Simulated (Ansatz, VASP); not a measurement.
# Ti3Ge2 in VASP and in Ansatz

INCAR

```
SYSTEM = Ti3Ge2
PREC = Accurate
ENCUT = 600
EDIFF = 1E-6
ISMEAR = 0
SIGMA = 0.1
LREAL = .FALSE.
LASPH = .TRUE.
NELM = 60
ALGO = Fast
ISIF = 3
LWAVE = .FALSE.
LCHARG = .FALSE.
GGA = PE
IBRION = 2
NSW = 100
EDIFFG = -0.01
```

KPOINTS

```
regular mesh
0
G
  8 8 8
  0 0 0
```

Contents of POSCAR:

```
Ti3Ge2
1.0
    4.6629948712      0.0000000000      0.0000000000
    0.0000000000      4.6629948712      0.0000000000
    0.0000000000      0.0000000000      4.6629948712
Ti Ge
3 2
Direct
    0.5000000000      0.0000000000      0.0000000000
    0.0000000000      0.5000000000      0.0000000000
    0.0000000000      0.0000000000      0.5000000000
    0.0000000000      0.0000000000      0.0000000000
    0.5000000000      0.5000000000      0.5000000000
```

Input for Ansatz:

```yaml
crystal:
  lattice:
    - [4.6629948712, 0.0, 0.0]
    - [0.0, 4.6629948712, 0.0]
    - [0.0, 0.0, 4.6629948712]
  atoms:
    - { symbol: Ti, position: [0.5, 0.0, 0.0] }
    - { symbol: Ti, position: [0.0, 0.5, 0.0] }
    - { symbol: Ti, position: [0.0, 0.0, 0.5] }
    - { symbol: Ge, position: [0.0, 0.0, 0.0] }
    - { symbol: Ge, position: [0.5, 0.5, 0.5] }
basis:
  ecutwfc: 420
kpoints:
  mp_grid: { grid: [8, 8, 8] }
hamiltonian:
  xc: pbe
scf:
  occupations: { method: gaussian, width: 0.1 }
output:
  forces: true
  stress: true
  eigenvalues: true
relax:
  adjacent_minimum: "off"
  f_tol: 0.01
  max_steps: 80
  cell: { stress_tol: 0.05 }
```

Alike in both runs: task relaxation of cell and atoms; functional PBE; k mesh 8 × 8 × 8; occupations gaussian, width 0.1 eV; no spin polarisation.

|  | VASP | Ansatz |
| --- | --- | --- |
| version | VASP 6.6.1 | Ansatz 0.2.0 |
| potentials or method | VASP PAW PBE potentials, release 64 (Ti_sv, Ge_d), cutoff 600 eV | scalar-relativistic, plane waves, PAW |
| valence electrons in the cell | 64 | 64 |

VASP gave:

| Property | Result |
| --- | --- |
| gap on the k mesh at the Fermi level, each at its own relaxed structure (eV) | none |
| relaxed volume (Å³/atom) | 20.40 |
| relaxed cell length with the largest relative difference (Å) | 4.672 |

Question: What did Ansatz give for the same quantities?

Answer: gap on the k mesh at the Fermi level, each at its own relaxed structure (eV): none; relaxed volume (Å³/atom): 20.35; relaxed cell length with the largest relative difference (Å): 4.669.

A gap of «none» marks a metal or a gap that the smearing closes.
